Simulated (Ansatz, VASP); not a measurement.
One calculation of SbAu, two programs

File INCAR:

```
SYSTEM = SbAu
ALGO = Normal
EDIFF = 1E-6
ENCUT = 520
GGA = PE
ISIF = 2
ISMEAR = -1
LASPH = .True.
LCHARG = .False.
LREAL = .False.
LWAVE = .False.
NBANDS = 15
NELM = 60
PREC = Accurate
SIGMA = 0.08
```

The input KPOINTS:

```
k-points
0
Gamma
  10 10 10
  0 0 0
```

The input POSCAR:

```
SbAu
1.0
    0.0000000000      3.0479116134      3.0479116134
    3.0479116134      0.0000000000      3.0479116134
    3.0479116134      3.0479116134      0.0000000000
Au Sb
1 1
Direct
    0.0000000000      0.0000000000      0.0000000000
    0.2500000000      0.2500000000      0.2500000000
```

Input for Ansatz:

```yaml
crystal:
  lattice:
    - [0.0, 3.0479116134, 3.0479116134]
    - [3.0479116134, 0.0, 3.0479116134]
    - [3.0479116134, 3.0479116134, 0.0]
  atoms:
    - { symbol: Au, position: [0.0, 0.0, 0.0] }
    - { symbol: Sb, position: [0.25, 0.25, 0.25] }
kpoints:
  mp_grid: { grid: [10, 10, 10] }
scf:
  occupations: { method: fermi_dirac, width: 0.08 }
hamiltonian:
  xc: pbe
  pseudopotentials: { kind: all_electron, lapw: { basis_error: 0.001 } }
output:
  forces: true
  stress: true
  eigenvalues: true
```

Change from the starting cell: volume scaled by 0.9405.

Alike in both runs: task single point; functional PBE; k mesh 10 × 10 × 10; occupations fermi-dirac, width 0.08 eV; no spin polarisation.

|  | VASP | Ansatz |
| --- | --- | --- |
| version | VASP 6.6.1 | Ansatz 0.2.0 |
| potentials or method | VASP PAW PBE potentials, release 64 (Au, Sb), cutoff 520 eV | all-electron LAPW, scalar-relativistic |

|  | VASP | Ansatz | Ansatz less VASP |
| --- | --- | --- | --- |
| pressure (GPa) | 3.8 | 4.1 | +0.31 |

Ansatz ran all-electron here, and VASP with PAW potentials.

Spin-orbit coupling is off throughout.
